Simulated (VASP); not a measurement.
# Fe (Fmmm) in VASP: further runs

Fe is run at these levels: PBEsol+U, PBEsol; tasks: single point, vibrations by perturbation theory.

Everything below comes from runs of VASP 6.6.1. Logs are shortened: lines on timing, memory, paths and dates and some standing lists are left out, and cuts for length are marked.

### 1 The cell of the first run

Symmetry: Fmmm, No. 69, orthorhombic system. The conventional cell has a = 2.997 Å, b = 3.883 Å, c = 3.930 Å, α = 90.00°, β = 90.00°, γ = 90.00°. Fe (site symmetry mmm) has 14 Fe at 2.45 to 3.00 Å within 3.2 Å.

### 2 Single point, PBEsol+U, collinear spin, ferromagnetic start

The input, INCAR:

```
SYSTEM = Fe
PREC     = Accurate       ! precision mode
ENCUT    = 520            ! plane-wave cutoff, eV
EDIFF    = 1E-7           ! SCF threshold, eV
ISMEAR   = 1              ! smearing method
SIGMA    = 0.2            ! smearing width, eV
LREAL    = .FALSE.        ! projectors in reciprocal space
LASPH    = .TRUE.         ! aspherical terms in the spheres
NELM     = 150            ! most SCF steps
ALGO     = Fast           ! electronic algorithm
ISIF     = 2              ! what is computed and relaxed
LWAVE    = .FALSE.        ! write WAVECAR
LCHARG   = .TRUE.         ! write CHGCAR
ISPIN    = 2              ! spin polarisation
MAGMOM   = -1.83          ! initial moments
LORBIT   = 11             ! projections on sites
LMAXMIX  = 4              ! l up to which the mixer works
LDAU     = .TRUE.         ! DFT+U
LDAUTYPE = 2            
LDAUL    = 2              ! shell
LDAUU    = 6.2            ! U, eV
LDAUJ    = 0            
LDAUPRINT= 1            
GGA      = PS             ! functional
LELF     = .TRUE.         ! ELF
LVHAR    = .TRUE.       
NBANDS   = 14             ! bands
```

The input, KPOINTS:

```
Automatic mesh
0
G
  13 13 13
  0 0 0
```

The input, POSCAR:

```
Fe
1.0
    0.0000000000      1.9417396906      1.9651051623
    1.4984397099      0.0000000000      1.9651051623
    1.4984397099      1.9417396906      0.0000000000
Fe
1
Direct
    0.0000000000      0.0000000000      0.0000000000
```

Potentials or basis: VASP PAW PBE potentials, release 64 (Fe).

Launch:

```bash
$ cat potpaw_PBE.64/Fe/POTCAR > POTCAR
$ mpirun -np 1 vasp_std > vasp.out
```

OUTCAR:

```text
SYSTEM = Fe
   PREC = Accurate
   ENCUT = 520
   EDIFF = 1E-7
   ISMEAR = 1
   LREAL = .FALSE.
   LASPH = .TRUE.
   NELM = 150
   ISIF = 2
   ISPIN = 2
   LORBIT = 11
   GGA = PS

 ion  position               nearest neighbor table
   1  0.000  0.000  0.000-

  LATTYP: Found a face centered orthorhombic cell.
 ALAT       =     2.9968794198
 B/A-ratio  =     1.2958410524
 C/A-ratio  =     1.3114342535

  Lattice vectors:

 A1 = (   0.0000000000,   1.9417396906,   1.9651051623)
 A2 = (   1.4984397099,   0.0000000000,   1.9651051623)
 A3 = (   1.4984397099,   1.9417396906,   0.0000000000)

Analysis of symmetry for initial positions (statically):
=====================================================================
 Subroutine PRICEL returns:
 Original cell was already a primitive cell.

 Routine SETGRP: Setting up the symmetry group for a
 face centered orthorhombic supercell.

 Subroutine GETGRP returns: Found  8 space group operations
 (whereof  8 operations were pure point group operations)
 out of a pool of  8 trial point group operations.

The static configuration has the point symmetry D_2h.

Analysis of symmetry for dynamics (positions and initial velocities):
=====================================================================
 Subroutine PRICEL returns:
 Original cell was already a primitive cell.

 Routine SETGRP: Setting up the symmetry group for a
 face centered orthorhombic supercell.

 Subroutine GETGRP returns: Found  8 space group operations
 (whereof  8 operations were pure point group operations)
 out of a pool of  8 trial point group operations.

The dynamic configuration has the point symmetry D_2h.

Analysis of structural, dynamic, and magnetic symmetry:
=====================================================================
 Subroutine PRICEL returns:
 Original cell was already a primitive cell.

 Routine SETGRP: Setting up the symmetry group for a
 face centered orthorhombic supercell.

 Subroutine GETGRP returns: Found  8 space group operations
 (whereof  8 operations were pure point group operations)
 out of a pool of  8 trial point group operations.

The overall configuration has the point symmetry D_2h.

 Subroutine INISYM returns: Found  8 space group operations
 (whereof  8 operations are pure point group operations),
 and found     1 'primitive' translations

----------------------------------------------------------------------------------------

                                     Primitive cell

  volume of cell :      11.4353

  direct lattice vectors                    reciprocal lattice vectors
     0.000000000  1.941739691  1.965105162    -0.333680426  0.257501045  0.254439309
     1.498439710  0.000000000  1.965105162     0.333680426 -0.257501045  0.254439309
     1.498439710  1.941739691  0.000000000     0.333680426  0.257501045 -0.254439309

  length of vectors
     2.762605894  2.471226388  2.452687218     0.492329947  0.492329947  0.492329947

  position of ions in fractional coordinates (direct lattice)
     0.000000000  0.000000000  0.000000000

  ion indices of the primitive-cell ions
   primitive index   ion index
                 1           1

----------------------------------------------------------------------------------------

 KPOINTS: Automatic mesh

Automatic generation of k-mesh.
 Grid dimensions read from file:
 generate k-points for:   13   13   13

 Generating k-lattice:

  Cartesian coordinates                     Fractional coordinates (reciprocal lattice)
    -0.025667725  0.019807773  0.019572255     0.076923077  0.000000000  0.000000000
     0.025667725 -0.019807773  0.019572255     0.000000000  0.076923077 -0.000000000
[... 59 lines left out ...]
   LREAL  =      F    real-space projection
   EDIFFG = 0.1E-05   stopping-criterion for IOM
   NSW    =      0    number of steps for IOM
   IBRION =     -1    ionic relax: 0-MD 1-quasi-New 2-CG
   NFREE  =      0    steps in history (QN), initial steepest desc. (CG)
   ISIF   =      2    stress and relaxation
   ISYM   =      2    0-nonsym 1-usesym 2-fastsym
   POTIM  = 0.5000    time-step for ionic-motion
   TEBEG  =    0.0;   TEEND  =   0.0 temperature during run
   PSTRESS=    0.0 pullay stress
   NELECT =       8.0000    total number of electrons
   NUPDOWN=      -1.0000    fix difference up-down
   EMIN   =  10.00;   EMAX   =-10.00  energy-range for DOS
   EFERMI =   0.00;   METHOD = LEGACY
   ISMEAR =     1;   SIGMA  =   0.20  broadening in eV -4-tet -1-fermi 0-gaus
   EFERMI_NEDOS =   21; number of points for ismear=-14 and -15
   IALGO  =     68    algorithm
   IMIX   =      4    mixing-type and parameters
     AMIX     =   0.40;   BMIX     =  1.00
     AMIX_MAG =   1.60;   BMIX_MAG =  1.00
  volume/ion in A,a.u.               =      11.44        77.17
  Fermi-wavevector in a.u.,A,eV,Ry     =   1.453303  2.746344 28.736719  2.112089
  Thomas-Fermi vector in A             =   2.570585
   LORBIT       =     11    0 simple, 1 ext, 2 COOP (PROOUT), +10 PAW based schemes
 LDA+U is selected, type is set to LDAUTYPE =  2
   angular momentum for each species LDAUL =     2
   U (eV)           for each species LDAUU =   6.2
   J (eV)           for each species LDAUJ =   0.0
   GGA     = PS    functional components
   LHFCALC =     F    Hartree Fock is set to
   AEXX    =    0.0000 exact exchange contribution
   IVDW    =     0    specifies the selected vdW correction
   LEPSILON=     F    determine dielectric tensor
   LRPA    =     F    only Hartree local field effects (RPA)
 spin polarized calculation
 RMM-DIIS sequential band-by-band and
 Methfessel and Paxton  Order N= 1 SIGMA  =   0.20
  energy-cutoff  :      520.00
  volume of cell :       11.44
 maximum number of plane-waves:       337
 NGX is ok and might be reduce to    24
   NGX = 11   NGY =  9   NGZ =  9

atom =   1  type =  1  l = 2

 onsite density matrix

spin component  1

  0.7495 -0.0000 -0.0000  0.0000 -0.0000
 -0.0000  0.1780  0.0000  0.0000  0.0000
 -0.0000  0.0000  0.2479 -0.0000  0.0001
  0.0000  0.0000 -0.0000  0.2065  0.0000
 -0.0000  0.0000  0.0001  0.0000  0.1416

spin component  2

  0.9445 -0.0000  0.0000 -0.0000  0.0000
 -0.0000  0.9564  0.0000 -0.0000 -0.0000
  0.0000  0.0000  0.9558 -0.0000 -0.0022
 -0.0000 -0.0000 -0.0000  0.9512 -0.0000
  0.0000 -0.0000 -0.0022 -0.0000  0.9559

 occupancies and eigenvectors

  o =  0.1416  v =  0.0000  0.0000 -0.0008 -0.0000  1.0000  0.0000  0.0000  0.0000  0.0000  0.0000      0.0000  0.0000  0.0000  0.0000  0.0000  0.0000  0.0000  0.0000  0.0000  0.0000
  o =  0.1780  v = -0.0000 -1.0000  0.0000  0.0000  0.0000  0.0000  0.0000  0.0000  0.0000  0.0000      0.0000  0.0000  0.0000  0.0000  0.0000  0.0000  0.0000  0.0000  0.0000  0.0000
  o =  0.2065  v = -0.0000  0.0000  0.0000  1.0000  0.0000  0.0000  0.0000  0.0000  0.0000  0.0000      0.0000  0.0000  0.0000  0.0000  0.0000  0.0000  0.0000  0.0000  0.0000  0.0000
  o =  0.2479  v =  0.0000  0.0000  1.0000 -0.0000  0.0008  0.0000  0.0000  0.0000  0.0000  0.0000      0.0000  0.0000  0.0000  0.0000  0.0000  0.0000  0.0000  0.0000  0.0000  0.0000
  o =  0.7495  v =  1.0000 -0.0000 -0.0000  0.0000 -0.0000  0.0000  0.0000  0.0000  0.0000  0.0000      0.0000  0.0000  0.0000  0.0000  0.0000  0.0000  0.0000  0.0000  0.0000  0.0000
  o =  0.9445  v =  0.0000  0.0000  0.0000  0.0000  0.0000  1.0000  0.0000 -0.0000  0.0000 -0.0000      0.0000  0.0000  0.0000  0.0000  0.0000  0.0000  0.0000  0.0000  0.0000  0.0000
  o =  0.9512  v =  0.0000  0.0000  0.0000  0.0000  0.0000  0.0000  0.0000 -0.0000 -1.0000 -0.0000      0.0000  0.0000  0.0000  0.0000  0.0000  0.0000  0.0000  0.0000  0.0000  0.0000
  o =  0.9537  v =  0.0000  0.0000  0.0000  0.0000  0.0000  0.0000 -0.0000  0.7183 -0.0000  0.6957      0.0000  0.0000  0.0000  0.0000  0.0000  0.0000  0.0000  0.0000  0.0000  0.0000
  o =  0.9564  v =  0.0000  0.0000  0.0000  0.0000  0.0000  0.0000 -1.0000  0.0000 -0.0000 -0.0000      0.0000  0.0000  0.0000  0.0000  0.0000  0.0000  0.0000  0.0000  0.0000  0.0000
  o =  0.9580  v =  0.0000  0.0000  0.0000  0.0000  0.0000 -0.0000 -0.0000 -0.6957 -0.0000  0.7183      0.0000  0.0000  0.0000  0.0000  0.0000  0.0000  0.0000  0.0000  0.0000  0.0000

 number of electron       7.9999999 magnetization      -3.0103245

 Free energy of the ion-electron system (eV)
  ---------------------------------------------------
  ext. energy  EPLUGINS =         0.00000000
  ---------------------------------------------------
  free energy    TOTEN  =        -4.47525113 eV

  energy without entropy =       -4.47493308  energy(sigma->0) =       -4.47514511

 E-fermi :   6.3029     XC(G=0): -13.1684

 val. band max:        6.3000692632   @ k =  -0.3846   0.0000   0.0769
 cond. band min:       6.3032654066   @ k =  -0.4615   0.0769   0.1538
 fundamental gap:      0.0031961434
 Fermi energy:         6.3029352075

 spin component 1

 k-point     1 :       0.0000    0.0000    0.0000
  band No.  band energies     occupation
      1      -2.5422      1.00000
      2       4.0881      1.00000
      3       7.6708     -0.00000
      4       7.8833     -0.00000
      5       9.3021     -0.00000
      6      10.4041      0.00000
      7      29.1976      0.00000
      8      30.6638      0.00000
      9      31.2045      0.00000
     10      34.9514      0.00000
     11      37.1711      0.00000
     12      37.2583      0.00000
[... 793 lines left out ...]
      3       1.0887      1.00000
      4       1.6057      1.00000
      5       2.2047      1.00000
      6       5.3177      1.00000
      7      14.0593      0.00000
      8      19.8306      0.00000
      9      24.9567      0.00000
     10      29.2626      0.00000
     11      32.4052      0.00000
     12      35.9095      0.00000
     13      42.2226      0.00000
     14      44.4764      0.00000

 [... further k-points ...]
[... 5 lines left out ...]
  --------------------------------------------------------------------------------------
  -------------------------------------------------------------------------------------
  Total        1.7500384      0.8635940      2.7250442     -0.0000000      0.0000000      0.0000000
  in kB      245.1952726    120.9968728    381.8018795     -0.0000000      0.0000000      0.0000000
  external PRESSURE =     249.3313416 kB  Pullay stress =       0.0000000 kB

 VOLUME and BASIS-vectors are now :
 -----------------------------------------------------------------------------
  energy-cutoff  :      520.00
  volume of cell :       11.44
      direct lattice vectors                 reciprocal lattice vectors
     0.000000000  1.941739691  1.965105162    -0.333680426  0.257501045  0.254439309
     1.498439710  0.000000000  1.965105162     0.333680426 -0.257501045  0.254439309
     1.498439710  1.941739691  0.000000000     0.333680426  0.257501045 -0.254439309

 POSITION                                       TOTAL-FORCE (eV/Angst)
 -----------------------------------------------------------------------------------
      0.00000      0.00000      0.00000        -0.000000      0.000000      0.000000
 -----------------------------------------------------------------------------------
    total drift:                                0.000000      0.000000      0.000000

  FREE ENERGIE OF THE ION-ELECTRON SYSTEM (eV)
  ---------------------------------------------------
  free  energy   TOTEN  =        -4.4752511282 eV

  energy  without entropy=       -4.4749330794  energy(sigma->0) =       -4.47514511

 total charge

# of ion       s       p       d       tot
------------------------------------------
    1        0.512   0.576   6.259   7.346

 magnetization (x)

# of ion       s       p       d       tot
------------------------------------------
    1        0.023   0.105  -3.237  -3.109
```

Run time: 68 s. Hardware: 1 thread of Intel Xeon 6975P-C (Granite Rapids), shared host; peak memory 0.2 GiB.

Results:

```yaml
Free_energy: -4.4753 eV
Pressure: 24.9 GPa
Net_moment: -3.01 μB per cell
Site_moments: Fe -3.11 μB
Valence_electrons_inside_the_program's_atomic_spheres: Fe 7.35
```

Stress tensor (GPa, compression positive):
```
24.52  0.00  0.00
 0.00 12.10  0.00
 0.00  0.00 38.18
```

Eigenvalues of the final occupation matrices:
```
    site  spin  trace               eigenvalues
site 1 d     1   1.52  0.14 0.18 0.21 0.25 0.75
site 1 d     2   4.76  0.94 0.95 0.95 0.96 0.96
```

Caveat: the PAW data sets were made with another functional, which shifts forces and pressure a little; the U is typed as a test and isn't derived for this compound. The state reached can hang on the start; a lower one may exist.

### 3 Vibrations by perturbation theory, PBEsol, collinear spin, ferromagnetic start

The input, INCAR:

```
SYSTEM = Fe
ALGO = Normal
EDIFF = 1E-8
ENCUT = 520
GGA = PS
IBRION = 8
ISIF = 2
ISMEAR = -1
ISPIN = 2
LASPH = .True.
LCHARG = .False.
LMAXMIX = 4
LORBIT = 11
LREAL = .False.
LWAVE = .False.
MAGMOM = 3
NELM = 150
NSW = 1
PREC = Accurate
SIGMA = 0.05
```

The input, KPOINTS:

```
k-points
0
Gamma
  10 10 10
  0 0 0
```

POSCAR is that of step 2.

Potentials or basis: VASP PAW PBE potentials, release 64 (Fe).

Launch:

```bash
$ cat potpaw_PBE.64/Fe/POTCAR > POTCAR
$ mpirun -np 1 vasp_std > vasp.out
```

OUTCAR:

```text
SYSTEM = Fe
   EDIFF = 1E-8
   ENCUT = 520
   GGA = PS
   IBRION = 8
   ISIF = 2
   ISMEAR = -1
   ISPIN = 2
   LASPH = .True.
   LORBIT = 11
   LREAL = .False.
   NELM = 150
   NSW = 1
   PREC = Accurate

 ion  position               nearest neighbor table
   1  0.000  0.000  0.000-

  LATTYP: Found a face centered orthorhombic cell.
 ALAT       =     2.9968794198
 B/A-ratio  =     1.2958410524
 C/A-ratio  =     1.3114342535

  Lattice vectors:

 A1 = (   0.0000000000,   1.9417396906,   1.9651051623)
 A2 = (   1.4984397099,   0.0000000000,   1.9651051623)
 A3 = (   1.4984397099,   1.9417396906,   0.0000000000)

Analysis of symmetry for initial positions (statically):
=====================================================================
 Subroutine PRICEL returns:
 Original cell was already a primitive cell.

 Routine SETGRP: Setting up the symmetry group for a
 face centered orthorhombic supercell.

 Subroutine GETGRP returns: Found  8 space group operations
 (whereof  8 operations were pure point group operations)
 out of a pool of  8 trial point group operations.

The static configuration has the point symmetry D_2h.

Analysis of symmetry for dynamics (positions and initial velocities):
=====================================================================
 Subroutine PRICEL returns:
 Original cell was already a primitive cell.

 Routine SETGRP: Setting up the symmetry group for a
 face centered orthorhombic supercell.

 Subroutine GETGRP returns: Found  8 space group operations
 (whereof  8 operations were pure point group operations)
 out of a pool of  8 trial point group operations.

[... 829 lines left out ...]

  energy  without entropy=       -8.8792801526  energy(sigma->0) =       -8.88298957

[... ionic steps 2 to 3 ...]

--------------------------------------- Ionic step        4  -------------------------------------------

------------------------ aborting loop because EDIFF is reached ----------------------------------------

--------------------------------------- Ionic step        5  -------------------------------------------

------------------------ aborting loop because EDIFF is reached ----------------------------------------

--------------------------------------- Ionic step        6  -------------------------------------------

 Free energy of the ion-electron system (eV)
  ---------------------------------------------------
  ---------------------------------------------------
  free energy    TOTEN  =        -0.15231697 eV

  energy without entropy =       -0.15231697

------------------------ aborting loop because EDIFF is reached ----------------------------------------

 INTERNAL STRAIN TENSOR  FOR ION    1  DIRECTION 3   (eV/Angst):
 -----------------------------------------------------------------------------
    -0.00318  0.00000  0.00000
     0.00000  0.01106  0.00000
     0.00000  0.00000 -0.00207

 INTERNAL STRAIN TENSOR FOR ION    1 for displacements in x,y,z  (eV/Angst):
          X           Y           Z          XY          YZ          ZX
  --------------------------------------------------------------------------------
  x     0.00000     0.00000     0.00000     0.00000     0.00000     0.00000
  y     0.00000     0.00000     0.00000     0.00000     0.00000     0.00000
  z     0.00000     0.00000     0.00000     0.00000     0.00000     0.00000

 SECOND DERIVATIVES (NOT SYMMETRIZED)
 ------------------------------------
               1X          1Y          1Z
  1X     0.020959    0.000000    0.000000
  1Y     0.000000    0.007813    0.000000
  1Z     0.000000    0.000000   -0.001602

 Eigenvectors and eigenvalues of the dynamical matrix
 ----------------------------------------------------

   1 f  =    0.083722 THz     0.526041 2PiTHz    2.792664 cm-1     0.346246 meV
             X         Y         Z           dx          dy          dz
      0.000000  0.000000  0.000000     0.000000    0.000000    1.000000

   2 f/i=    0.184909 THz     1.161816 2PiTHz    6.167893 cm-1     0.764721 meV
             X         Y         Z           dx          dy          dz
      0.000000  0.000000  0.000000     0.000000    1.000000    0.000000

   3 f/i=    0.302859 THz     1.902917 2PiTHz   10.102276 cm-1     1.252522 meV
             X         Y         Z           dx          dy          dz
      0.000000  0.000000  0.000000     1.000000    0.000000    0.000000

--------------------------------------------------------------------------------------------------------

 ELASTIC MODULI CONTR FROM IONIC RELAXATION (kBar)
 Direction    XX          YY          ZZ          XY          YZ          ZX
 --------------------------------------------------------------------------------
 XX           0.0000      0.0000      0.0000      0.0000      0.0000      0.0000
 YY           0.0000      0.0000      0.0000      0.0000      0.0000      0.0000
 ZZ           0.0000      0.0000      0.0000      0.0000      0.0000      0.0000
 XY           0.0000      0.0000      0.0000      0.0000      0.0000      0.0000
 YZ           0.0000      0.0000      0.0000      0.0000      0.0000      0.0000
 ZX           0.0000      0.0000      0.0000      0.0000      0.0000      0.0000
 --------------------------------------------------------------------------------

 total charge

# of ion       s       p       d       tot
------------------------------------------
    1        0.488   0.537   6.235   7.260

 magnetization (x)

# of ion       s       p       d       tot
------------------------------------------
    1       -0.014  -0.050   2.241   2.177
```

Run time: 1.8 min. Hardware: 1 thread of Intel Xeon Platinum 8488C (Sapphire Rapids), shared host; peak memory 0.2 GiB.

Results:

- Net moment: 2.19 μB per cell
- Site moments: Fe +2.18 μB
- Valence electrons inside the program's atomic spheres: Fe 7.26

Caveat: the cell wasn't relaxed at this level first, which shifts response properties; some modes are imaginary; the PAW data sets were made with another functional, which shifts forces and pressure a little.
